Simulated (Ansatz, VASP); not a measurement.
Two plane-wave programs on Zr

```xyz
2
Lattice="3.2464 0.0000 0.0000 -1.6232 2.8114 0.0000 0.0000 0.0000 5.1500" Properties=species:S:1:pos:R:3 pbc="T T T"
Zr    0.0000    1.8743    1.2875
Zr    1.6232    0.9371    3.8625
```

Alike in both runs: functional r2SCAN; k mesh 15 × 15 × 8; occupations gaussian, width 0.1 eV; no spin polarisation.

Ansatz relaxed the structure, and its values are those at the end. VASP's run is a single point on that final structure, the one shown.

```csv
,VASP,Ansatz
version,VASP 6.6.1,Ansatz 0.2.0
potentials or method,"VASP PAW PBE potentials, release 64 (Zr_sv), cutoff 520 eV","scalar-relativistic, plane waves, PAW"
valence electrons in the cell,24,24
```

|  | VASP | Ansatz | Ansatz less VASP |
| --- | --- | --- | --- |
| gap on the k mesh at the Fermi level (eV) | none | none | - |
| pressure (GPa) | 0.0 | 0.0 | +0.01 |

VASP's potentials were made for PBE, not for r2SCAN. A gap of «none» marks a metal or a gap that the smearing closes. With one functional, cell and mesh, what is left measures potentials, basis and numerics.
